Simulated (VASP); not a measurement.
## BN: single point with PBE

BN:

```
CELL_PARAMETERS angstrom
2.57948 0.00000 0.00000
-1.28974 2.23389 0.00000
0.00000 0.00000 4.22685
ATOMIC_POSITIONS crystal
B 0.66667 0.33333 0.99972
B 0.33333 0.66667 0.49972
N 0.66667 0.33333 0.62528
N 0.33333 0.66667 0.12528
```

This cell differs from its parent crystal: strain +0.0100 x Voigt [1, 1, 0, 0, 0, 0].

- Program: VASP 6.6.1
- Task: single point
- Functional: PBE
- Potentials or basis: VASP PAW PBE potentials, release 64 (B, N)
- Cutoff: 520 eV
- k mesh: 12 × 12 × 6
- Occupations: gaussian, width 0.05 eV
- Spin: no spin polarisation

| Quantity | Value |
| --- | --- |
| Pressure | -6.9 GPa |
| Largest force | 0.030 eV/Å |
| Band gap on the k mesh | 5.26 eV, indirect (least direct gap 8.09 eV) |

Forces in eV/Å, atoms in the order of the input:
```
B    0.000  0.000  0.030
B    0.000  0.000  0.030
N    0.000  0.000 -0.030
N    0.000  0.000 -0.030
```

Stress tensor (GPa, compression positive):
```
-9.66  0.00  0.00
 0.00 -9.66  0.00
 0.00  0.00 -1.45
```

Levels at points of the mesh, in eV from the valence-band top:
```tsv
k point	band 4	band 5	band 6	band 7	band 8	band 9	band 10	band 11	band 12	band 13
(0.00, 0.00, 0.00)	-2.13	-2.13	-0.24	0.00	0.00	8.16	8.16	8.73	8.99	10.22
(0.50, 0.00, 0.00)	-7.55	-6.76	-4.88	-4.29	-2.01	6.51	7.93	10.38	11.16	12.84
(0.00, 0.00, 0.50)	-5.51	-1.18	-1.18	-1.18	-1.18	9.09	9.09	9.71	9.71	9.71
(0.50, 0.00, 0.50)	-9.77	-3.67	-3.67	-3.43	-3.43	6.51	6.51	9.89	9.89	13.97
```

It took 11 s on 1 thread of Intel(R) Xeon(R) 6975P-C (Granite Rapids) (shared host), peak memory 0.14 GiB.

Caveat: the cell differs from its parent crystal (strain +0.0100 x Voigt [1, 1, 0, 0, 0, 0]). A k mesh can miss the band edges.
